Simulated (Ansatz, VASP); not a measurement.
**ZnCu: VASP beside Ansatz**

```
CELL_PARAMETERS angstrom
2.97445 0.00000 0.00000
0.00000 2.97445 0.00000
0.00000 0.00000 2.94500
ATOMIC_POSITIONS crystal
Zn 0.50000 0.50000 0.50000
Cu 0.00000 0.00000 0.00000
```

Alike in both runs: task single point; functional PBE; k mesh 8 × 8 × 8; occupations fermi-dirac, width 0.05 eV; no spin polarisation.

|  | VASP | Ansatz |
| --- | --- | --- |
| version | VASP 6.6.1 | Ansatz 0.2.0 |
| potentials or method | VASP PAW PBE potentials, release 64 (Zn, Cu) | Ansatz PAW |
| plane-wave cutoff (eV) | 520 | 420 |
| valence electrons in the cell | 23 | 31 |

|  | VASP | Ansatz | Ansatz less VASP |
| --- | --- | --- | --- |
| gap on the k mesh at the Fermi level (eV) | none | none | - |
| pressure (GPa) | 1.0 | 0.2 | -0.81 |
| traceless stress, the component that is largest in VASP (GPa) | 0.17 | 0.14 | -0.030 |

A gap of «none» marks a metal or a gap that the smearing closes. VASP's potentials hold 23 valence electrons a cell and Ansatz's 31, so a difference there can come from the potentials and not from the codes.
